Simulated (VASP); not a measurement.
# H15NO6 in VASP: a series of runs, part 2 of 2

VASP 6.6.1.

### Step 3. Single point, PBE+D3(BJ)

INCAR

```
ALGO = Normal
EDIFF = 1E-6
ENCUT = 520
GGA = PE
ISIF = 2
ISMEAR = -1
IVDW = 12
LASPH = T
LCHARG = F
LREAL = Auto
LWAVE = F
NBANDS = 45
NELM = 100
PREC = Accurate
SIGMA = 0.05
```

KPOINTS

```
k-points
0
Gamma
  1 1 1
```

POSCAR

```
H15NO6
1.0
    5.5955750000      0.0000000000      0.0000000000
    0.0000000000      5.5955750000      0.0000000000
    0.0000000000      0.0000000000      5.5955750000
O H N
6 15 1
Direct
    0.8343021048      0.4428499305      0.8379478427
    0.0159411678     -0.0487885517     -0.0632106620
    0.6220808407      0.6927795624      0.2136688365
    0.4058206708      0.1988714297      0.6825750705
    0.2574534342      0.4194743168      1.0686658654
    0.7829043485      0.1297453792      0.3787457053
    0.9579891253      0.5123691488      0.7275391716
    0.7055217739      0.3523141053      0.7538278014
   -0.0438024689     -0.0792590574      0.1033137792
    0.1633612274     -0.1376802205     -0.0822435585
    0.6880972912      0.6539453050      0.0523091907
    0.4497839811      0.6362706246      0.2045723630
    0.4545734799      0.0911077056      0.8123561922
    0.5130303856      0.1518342619      0.5431077235
    0.2538076963      0.3610531536      0.8826260036
    0.3910768777      0.3236128548      1.1026570102
    0.8660414703      0.2617961514      0.2920879445
    0.6641855395      0.0751486666      0.2532715583
    0.0426587080      0.8726538381      0.5515072178
    0.2810256319      0.7007322751      0.5598709695
    0.0864075631      0.7090602842      0.3495261881
    0.1028312551      0.7086313739      0.5321168959
```

Potentials or basis: VASP PAW PBE potentials, release 64 (O, H, N).

The run is started by

```bash
$ cat potpaw_PBE.64/O/POTCAR potpaw_PBE.64/H/POTCAR potpaw_PBE.64/N/POTCAR > POTCAR
$ mpirun -np 1 vasp_gam > vasp.out
```

OUTCAR:

```text
EDIFF = 1E-6
   ENCUT = 520
   GGA = PE
   ISIF = 2
   ISMEAR = -1
   IVDW = 12
   LASPH = T
   LREAL = Auto
   NELM = 100
   PREC = Accurate
 IVDW          = 12

 ion  position               nearest neighbor table
   1  0.834  0.443  0.838-   8 1.00   7 1.01
   2  0.016  0.951  0.937-  10 0.97   9 1.00
   3  0.622  0.693  0.214-  11 1.00  12 1.02
   4  0.406  0.199  0.683-  13 0.98  14 1.02
   5  0.257  0.419  0.069-  16 0.94  15 1.09
   6  0.783  0.130  0.379-  17 1.00  18 1.01
   7  0.958  0.512  0.728-   1 1.01
   8  0.706  0.352  0.754-   1 1.00
   9  0.956  0.921  0.103-   2 1.00
  10  0.163  0.862  0.918-   2 0.97
  11  0.688  0.654  0.052-   3 1.00
  12  0.450  0.636  0.205-   3 1.02
  13  0.455  0.091  0.812-   4 0.98
  14  0.513  0.152  0.543-   4 1.02
  15  0.254  0.361  0.883-   5 1.09
  16  0.391  0.324  0.103-   5 0.94
  17  0.866  0.262  0.292-   6 1.00
  18  0.664  0.075  0.253-   6 1.01
  19  0.043  0.873  0.552-  22 0.98
  20  0.281  0.701  0.560-  22 1.01
  21  0.086  0.709  0.350-  22 1.03
  22  0.103  0.709  0.532-  19 0.98  20 1.01  21 1.03
[... 204 lines left out ...]
 fundamental gap:      3.4158913545
 Fermi energy:        -0.9307238543

 k-point     1 :       0.0000    0.0000    0.0000
  band No.  band energies     occupation
      1     -22.2083      2.00000
      2     -21.6107      2.00000
      3     -21.2687      2.00000
      4     -20.8960      2.00000
      5     -20.4191      2.00000
      6     -19.7910      2.00000
[... 32 lines left out ...]
     39       8.3496      0.00000
     40       8.5433      0.00000
 [bands above 40 left out]

------------------------ aborting loop because EDIFF is reached ----------------------------------------

 Edisp (eV)   -0.95539

 E8    (eV) :    -0.1969

  FORCE on cell =-STRESS in cart. coord.  units (eV):
  Direction    XX          YY          ZZ          XY          YZ          ZX
  --------------------------------------------------------------------------------------
  -------------------------------------------------------------------------------------
  Total      -0.38660     4.01922    -2.83435    -1.58095     2.10056     1.49930
  in kB      -3.53535    36.75516   -25.91968   -14.45753    19.20927    13.71087
  external pressure =        2.43 kB  Pullay stress =        0.00 kB

 VOLUME and BASIS-vectors are now :
 -----------------------------------------------------------------------------
  energy-cutoff  :      520.00
  volume of cell :      175.20
      direct lattice vectors                 reciprocal lattice vectors
     5.595575000  0.000000000  0.000000000     0.178712643  0.000000000  0.000000000
     0.000000000  5.595575000  0.000000000     0.000000000  0.178712643  0.000000000
     0.000000000  0.000000000  5.595575000     0.000000000  0.000000000  0.178712643

 POSITION                                       TOTAL-FORCE (eV/Angst)
 -----------------------------------------------------------------------------------
      4.66840      2.47800      4.68880        -1.150130     -0.251643      0.302521
      0.08920      5.32257      5.24187        -0.648803      0.158519      1.566287
      3.48090      3.87650      1.19560        -1.255976      0.367968     -0.291304
      2.27080      1.11280      3.81940         0.796267     -0.890672     -0.596653
      1.44060      2.34720      0.38422        -1.262525     -0.154953     -3.096228
      4.38080      0.72600      2.11930        -0.776238      0.513119     -1.795105
[... 14 lines left out ...]
      0.48350      3.96760      1.95580         0.100272     -1.226948     -0.023495
      0.57540      3.96520      2.97750         0.276094     -1.524428     -1.584208
 -----------------------------------------------------------------------------------
    total drift:                               -0.009761     -0.001959     -0.005019

  FREE ENERGIE OF THE ION-ELECTRON SYSTEM (eV)
  ---------------------------------------------------
  free  energy   TOTEN  =      -105.9383424034 eV

  energy  without entropy=     -105.9383424033  energy(sigma->0) =     -105.93834240
```

OSZICAR:

```text
N       E                     dE             d eps       ncg     rms          rms(c)
DAV:   1     0.434688151743E+03    0.43469E+03   -0.31129E+04    90   0.116E+03
DAV:   2    -0.754946883460E+02   -0.51018E+03   -0.48228E+03   111   0.298E+02
DAV:   3    -0.115724424868E+03   -0.40230E+02   -0.40005E+02   108   0.877E+01
DAV:   4    -0.116285459855E+03   -0.56103E+00   -0.56000E+00   108   0.113E+01
DAV:   5    -0.116291505032E+03   -0.60452E-02   -0.60437E-02   116   0.118E+00    0.200E+01
DAV:   6    -0.105427889285E+03    0.10864E+02   -0.29084E+01   108   0.257E+01    0.794E+00
DAV:   7    -0.105151130661E+03    0.27676E+00   -0.12819E+00   108   0.576E+00    0.516E+00
DAV:   8    -0.104979317294E+03    0.17181E+00   -0.31409E-01   116   0.344E+00    0.564E-01
DAV:   9    -0.104978565366E+03    0.75193E-03   -0.38917E-02   116   0.975E-01    0.336E-01
DAV:  10    -0.104981958952E+03   -0.33936E-02   -0.54165E-03   100   0.365E-01    0.134E-01
DAV:  11    -0.104982857527E+03   -0.89857E-03   -0.94551E-04   100   0.200E-01    0.478E-02
DAV:  12    -0.104982925129E+03   -0.67603E-04   -0.27361E-04   124   0.106E-01    0.205E-02
DAV:  13    -0.104982949259E+03   -0.24130E-04   -0.43039E-05   100   0.350E-02    0.673E-03
DAV:  14    -0.104982952500E+03   -0.32412E-05   -0.47292E-06   108   0.110E-02    0.363E-03
DAV:  15    -0.104982953049E+03   -0.54908E-06   -0.57542E-07    76   0.454E-03
   1 F= -.10593834E+03 E0= -.10593834E+03  d E =-.101170E-09
```

stdout:

```text
POSCAR found type information on POSCAR O H N
 POSCAR found :  3 types and      22 ions
 scaLAPACK will be used
 LDA part: xc-table for (Slater+PW92), standard interpolation
 POSCAR, INCAR and KPOINTS ok, starting setup
 FFT: planning ... GRIDC
 FFT: planning ... GRID_SOFT
 FFT: planning ... GRID
 WAVECAR not read
 entering main loop
```

It took 12 s on 1 thread of Intel Xeon 6975P-C (Granite Rapids), shared host; peak memory 0.26 GiB.

Results:

```
Free energy                : -105.9383 eV
Pressure                   : 0.2 GPa
Largest force              : 3.347 eV/Å
Band gap on the k mesh     : 3.42 eV
Dispersion energy per atom : -0.043 eV
```

Forces on the atoms (eV/Å):
```
O   -1.150 -0.252  0.303
O   -0.649  0.159  1.566
O   -1.256  0.368 -0.291
O    0.796 -0.891 -0.597
O   -1.263 -0.155 -3.096
O   -0.776  0.513 -1.795
H   -0.932  0.065 -0.498
H    1.223  0.856  0.035
H    0.649  0.295 -1.267
H   -0.118 -0.417  0.254
H   -0.006 -0.479  0.210
H    1.420  0.326 -0.345
H   -0.056 -0.029 -0.530
H   -0.307  0.546  0.988
H   -0.576  1.261  2.629
H    1.666 -0.907  1.164
H   -0.286 -0.252  0.551
H    1.169 -0.330  0.912
H   -0.481  1.804  1.271
H    0.557  0.271  0.144
H    0.100 -1.227 -0.023
N    0.276 -1.524 -1.584
```

Caveat: the k points lie up to 1.12 Å⁻¹ apart.

### Step 4. Single point, PBE+D3(BJ)

INCAR

```
SYSTEM = H15NO6
  PREC = Accurate
  ENCUT = 520
  EDIFF = 1E-6
  ISMEAR = -1
  SIGMA = 0.05
  LREAL = Auto
  LASPH = .TRUE.
  NELM = 80
  ALGO = Normal
  ISIF = 2
  LWAVE = .FALSE.
  LCHARG = .FALSE.
  GGA = PE
  IVDW = 12
  NBANDS = 45
```

KPOINTS

```
regular mesh
0
G
  1 1 1
  0 0 0
```

POSCAR

```
H15NO6
1.0
    5.5955750000      0.0000000000      0.0000000000
    0.0000000000      5.5955750000      0.0000000000
    0.0000000000      0.0000000000      5.5955750000
O H N
6 15 1
Direct
    0.7466971670      0.4598097604      0.8662380542
    0.0148152781     -0.1073169424     -0.0700374850
    0.6341618154      0.6731211716      0.2620642204
    0.4248714386      0.1013836826      0.7180316589
    0.2991649652      0.3767262524      1.0838206976
    0.7846199899      0.0651943723      0.3583009789
    0.8350526979      0.4851869558      0.7156547808
    0.5888224177      0.4652068822      0.7894809738
    0.0508258758     -0.2805788503     -0.0361535678
    0.0115448368     -0.1165027723     -0.2433887491
    0.6949955992      0.6022973510      0.1059051125
    0.5045415351      0.7580454198      0.1585359860
    0.5210367120      0.0883555309      0.8559442059
    0.5731493189      0.1541932688      0.6241360361
    0.2763969744      0.2973242249      0.9497862150
    0.4454055213      0.3386425881      1.1571107527
    0.8897745093      0.1082462482      0.2290202526
    0.7117231026     -0.0909111217      0.3422347123
    0.0978809148      0.8328009186      0.3631083490
    0.2968238295      0.7802594014      0.5174445879
    0.1823941239      0.5475219258      0.3506163352
    0.1377874481      0.6862029371      0.4792179535
```

The run is started by

```bash
$ cat potpaw_PBE.64/O/POTCAR potpaw_PBE.64/H/POTCAR potpaw_PBE.64/N/POTCAR > POTCAR
$ mpirun -np 1 vasp_gam > vasp.out
```

Run time: 12 s. Hardware: 1 thread of Intel Xeon 6975P-C (Granite Rapids), shared host; peak memory 0.26 GiB.

The run converged. Its results:

| Property | Result |
| --- | --- |
| Free energy | -105.3711 eV |
| Pressure | 3.5 GPa |
| Largest force | 6.496 eV/Å |
| Band gap on the k mesh | 4.09 eV |
| Dispersion energy per atom | -0.043 eV |

Forces in eV/Å, atoms in the order of the input:
```
O   -0.343 -0.262 -1.706
O    0.180 -1.276  0.673
O   -2.589  0.180 -3.052
O    1.454  0.802 -2.361
O   -1.302  3.962  4.900
O    0.102  3.112  1.658
H    0.981  0.259  0.428
H   -0.354 -0.066  0.639
H   -0.233  1.423 -0.008
H    0.079  0.174 -0.436
H    0.987 -0.086  0.949
H    0.879 -0.899  1.961
H    0.527 -0.774  2.188
H   -1.445 -0.614 -0.656
H   -0.858 -3.570 -5.359
H    1.535 -0.543  0.712
H    0.029 -0.340 -0.525
H    0.503 -1.059 -0.698
H   -0.995 -1.288  0.569
H   -0.196 -1.524  0.657
H   -0.310  1.451  1.492
N    1.368  0.937 -2.025
```

Stress tensor (GPa, compression positive):
```
3.08 1.46 0.73
1.46 3.10 4.97
0.73 4.97 4.43
```

Levels at points of the mesh, in eV from the valence-band top:
```tsv
k point	band 24	band 25	band 26	band 27	band 28	band 29	band 30	band 31	band 32	band 33
(0.00, 0.00, 0.00)	-1.03	-0.55	-0.47	-0.31	0.00	4.09	7.47	8.00	8.44	8.80
```

Caveat: the k points lie up to 1.12 Å⁻¹ apart.
